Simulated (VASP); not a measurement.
# FeCo3 (Pm-3m) in VASP: notebook

Runs on FeCo3. Level: r2SCAN. Tasks: single point.

All numbers are computed with VASP 6.6.1; they aren't measurements. Logs are shortened: lines on timing, memory, paths and dates and some standing lists are left out, and cuts for length are marked.

## Step 1: The cell of the first run

It takes space group Pm-3m (No. 221, cubic). The conventional cell has a = 3.465 Å, b = 3.465 Å, c = 3.465 Å, α = 90.00°, β = 90.00°, γ = 90.00°. Fe (site symmetry m-3m) has 12 Co at 2.45 Å within 3.2 Å. Co (site symmetry 4/mmm) has 4 Fe at 2.45 Å and 8 Co at 2.45 Å within 3.2 Å.

## Step 2: Single point, r2SCAN, collinear spin, ferromagnetic start (10.40 Å³/atom)

Input file POSCAR:

```
FeCo3
1.0
    3.4648869634      0.0000000000      0.0000000000
    0.0000000000      3.4648869634      0.0000000000
    0.0000000000      0.0000000000      3.4648869634
Fe Co
1 3
Direct
    0.0000000000      0.0000000000      0.0000000000
    0.5000000000      0.5000000000      0.0000000000
    0.5000000000      0.0000000000      0.5000000000
    0.0000000000      0.5000000000      0.5000000000
```

Input file INCAR.step1:

```
PREC = Accurate
ENCUT = 520
ISMEAR = 0
SIGMA = 0.1
LREAL = F
LASPH = T
NELM = 150
ISPIN = 2
MAGMOM = 3.21 2.09 2.09 2.09
LMAXMIX = 4
NBANDS = 30
GGA = PE
ALGO = Normal
EDIFF = 1E-4
LWAVE = T
LCHARG = F
```

Input file INCAR.step2:

```
PREC = Accurate
ENCUT = 520
EDIFF = 1E-7
ISMEAR = 0
SIGMA = 0.1
LREAL = F
LASPH = T
NELM = 150
ALGO = Normal
ISIF = 2
LWAVE = F
LCHARG = F
ISPIN = 2
MAGMOM = 3.21 2.09 2.09 2.09
LORBIT = 11
LMAXMIX = 4
METAGGA = R2SCAN
LMIXTAU = T
NBANDS = 30
ISTART = 1
```

Input file KPOINTS:

```
regular mesh
0
Gamma
  12 12 12
```

Potentials or basis: VASP PAW PBE potentials, release 64 (Fe, Co).

Started as:

```sh
> cat potpaw_PBE.64/Fe/POTCAR potpaw_PBE.64/Co/POTCAR > POTCAR
> cp INCAR.step1 INCAR
> mpirun -np 1 vasp_std > vasp.out
> cp INCAR.step2 INCAR
> mpirun -np 1 vasp_std > vasp.out
```

OUTCAR:

```text
PREC = Accurate
   ENCUT = 520
   EDIFF = 1E-7
   ISMEAR = 0
   LREAL = F
   LASPH = T
   NELM = 150
   ISIF = 2
   ISPIN = 2
   LORBIT = 11
   METAGGA = R2SCAN
   ISTART = 1

 ion  position               nearest neighbor table
   1  0.000  0.000  0.000-   2 2.45   3 2.45   4 2.45   3 2.45   4 2.45   2 2.45   4 2.45   4 2.45
                             2 2.45   3 2.45   3 2.45   2 2.45
   2  0.500  0.500  0.000-   1 2.45   3 2.45   4 2.45   3 2.45   4 2.45   1 2.45   3 2.45   3 2.45
                             1 2.45   4 2.45   4 2.45   1 2.45
   3  0.500  0.000  0.500-   1 2.45   2 2.45   4 2.45   1 2.45   2 2.45   2 2.45   4 2.45   2 2.45
                             1 2.45   4 2.45   1 2.45   4 2.45
   4  0.000  0.500  0.500-   1 2.45   2 2.45   3 2.45   1 2.45   2 2.45   1 2.45   3 2.45   1 2.45
                             2 2.45   3 2.45   2 2.45   3 2.45

  LATTYP: Found a simple cubic cell.
 ALAT       =     3.4648869634

  Lattice vectors:

 A1 = (   3.4648869634,   0.0000000000,   0.0000000000)
 A2 = (   0.0000000000,   3.4648869634,   0.0000000000)
 A3 = (   0.0000000000,   0.0000000000,   3.4648869634)

Analysis of symmetry for initial positions (statically):
=====================================================================
 Subroutine PRICEL returns:
 Original cell was already a primitive cell.

 Routine SETGRP: Setting up the symmetry group for a
 simple cubic supercell.

 Subroutine GETGRP returns: Found 48 space group operations
 (whereof 48 operations were pure point group operations)
 out of a pool of 48 trial point group operations.

The static configuration has the point symmetry O_h .

Analysis of symmetry for dynamics (positions and initial velocities):
=====================================================================
 Subroutine PRICEL returns:
 Original cell was already a primitive cell.

 Routine SETGRP: Setting up the symmetry group for a
 simple cubic supercell.

 Subroutine GETGRP returns: Found 48 space group operations
 (whereof 48 operations were pure point group operations)
 out of a pool of 48 trial point group operations.

The dynamic configuration has the point symmetry O_h .

Analysis of structural, dynamic, and magnetic symmetry:
=====================================================================
 Subroutine PRICEL returns:
 Original cell was already a primitive cell.

 Routine SETGRP: Setting up the symmetry group for a
 simple cubic supercell.

 Subroutine GETGRP returns: Found 48 space group operations
[... 135 lines left out ...]
   IVDW    =     0    specifies the selected vdW correction
   LEPSILON=     F    determine dielectric tensor
   LRPA    =     F    only Hartree local field effects (RPA)
 spin polarized calculation
 Gauss-broadening in eV      SIGMA  =   0.10
  energy-cutoff  :      520.00
  volume of cell :       41.60
 maximum number of plane-waves:      1141
 NGX is ok and might be reduce to    28
   NGX = 13   NGY = 13   NGZ = 13

 number of electron      34.9999990 magnetization       7.8771320

 Free energy of the ion-electron system (eV)
  ---------------------------------------------------
  ext. energy  EPLUGINS =         0.00000000
  ---------------------------------------------------
  free energy    TOTEN  =       -54.02016666 eV

  energy without entropy =      -54.00848387  energy(sigma->0) =      -54.01432526

 E-fermi :  10.0696     XC(G=0): -14.9181

 val. band max:       10.0683149116   @ k =   0.5000   0.3333   0.1667
 cond. band min:      10.0704672882   @ k =   0.4167   0.2500   0.2500
 fundamental gap:      0.0021523766
 Fermi energy:        10.0695969697

 spin component 1

 k-point     1 :       0.0000    0.0000    0.0000
  band No.  band energies     occupation
      1       0.3277      1.00000
      2       3.6609      1.00000
      3       3.6609      1.00000
      4       3.7596      1.00000
      5       4.4994      1.00000
      6       4.4994      1.00000
[... 757 lines left out ...]
     28      23.3833      0.00000
     29      24.0112      0.00000

 [... further k-points ...]

 spin component 2

 k-point     1 :       0.0000    0.0000    0.0000
  band No.  band energies     occupation
      1      -0.1425      1.00000
      2       5.6411      1.00000
      3       5.7021      1.00000
      4       5.7022      1.00000
      5       6.1969      1.00000
      6       6.1969      1.00000
[... 757 lines left out ...]
     28      24.2730      0.00000
     29      24.7860      0.00000

 [... further k-points ...]

 [bands above 29 left out]

------------------------ aborting loop because EDIFF is reached ----------------------------------------

  FORCE on cell =-STRESS in cart. coord.  units (eV):
  Direction    XX          YY          ZZ          XY          YZ          ZX
  --------------------------------------------------------------------------------------
  -------------------------------------------------------------------------------------
  Total        3.5794983      3.5794983      3.5794983     -0.0000000      0.0000000     -0.0000000
  in kB      137.8686504    137.8686504    137.8686504     -0.0000000      0.0000000     -0.0000000
  external PRESSURE =     137.8686504 kB  Pullay stress =       0.0000000 kB

 VOLUME and BASIS-vectors are now :
 -----------------------------------------------------------------------------
  energy-cutoff  :      520.00
  volume of cell :       41.60
      direct lattice vectors                 reciprocal lattice vectors
     3.464886963  0.000000000  0.000000000     0.288609704  0.000000000  0.000000000
     0.000000000  3.464886963  0.000000000     0.000000000  0.288609704  0.000000000
     0.000000000  0.000000000  3.464886963     0.000000000  0.000000000  0.288609704

 POSITION                                       TOTAL-FORCE (eV/Angst)
 -----------------------------------------------------------------------------------
      0.00000      0.00000      0.00000         0.000000      0.000000      0.000000
      1.73244      1.73244      0.00000         0.000000      0.000000      0.000000
      1.73244      0.00000      1.73244         0.000000      0.000000      0.000000
      0.00000      1.73244      1.73244         0.000000      0.000000      0.000000
 -----------------------------------------------------------------------------------
    total drift:                                0.000000      0.000000      0.000000

  FREE ENERGIE OF THE ION-ELECTRON SYSTEM (eV)
  ---------------------------------------------------
  free  energy   TOTEN  =       -54.0201666551 eV

  energy  without entropy=      -54.0084838735  energy(sigma->0) =      -54.01432526

 total charge

# of ion       s       p       d       tot
------------------------------------------
    1        0.517   0.616   6.223   7.356
    2        0.538   0.614   7.271   8.423
    3        0.538   0.614   7.271   8.423
    4        0.538   0.614   7.271   8.423
--------------------------------------------------
tot          2.131   2.458  28.037  32.625

 magnetization (x)

# of ion       s       p       d       tot
------------------------------------------
    1        0.005  -0.060   2.821   2.767
    2       -0.013  -0.078   1.848   1.756
    3       -0.013  -0.078   1.848   1.756
    4       -0.013  -0.078   1.848   1.756
--------------------------------------------------
tot         -0.035  -0.295   8.366   8.036
```

Run time: 23 min. Hardware: 1 thread of Intel Xeon 8259CL, shared host; peak memory 0.3 GiB.

What came out:

```yaml
Free_energy: -54.0202 eV
Pressure: 13.8 GPa
Net_moment: 7.88 μB per cell
Site_moments: Fe +2.77; Co +1.76 μB
Valence_electrons_inside_the_program's_atomic_spheres: Fe 7.36; Co 8.42
```

Caveat: the cell stands under pressure; the PAW data sets were made with another functional, which shifts forces and pressure a little.

(Part 1 of 2 ends here.)
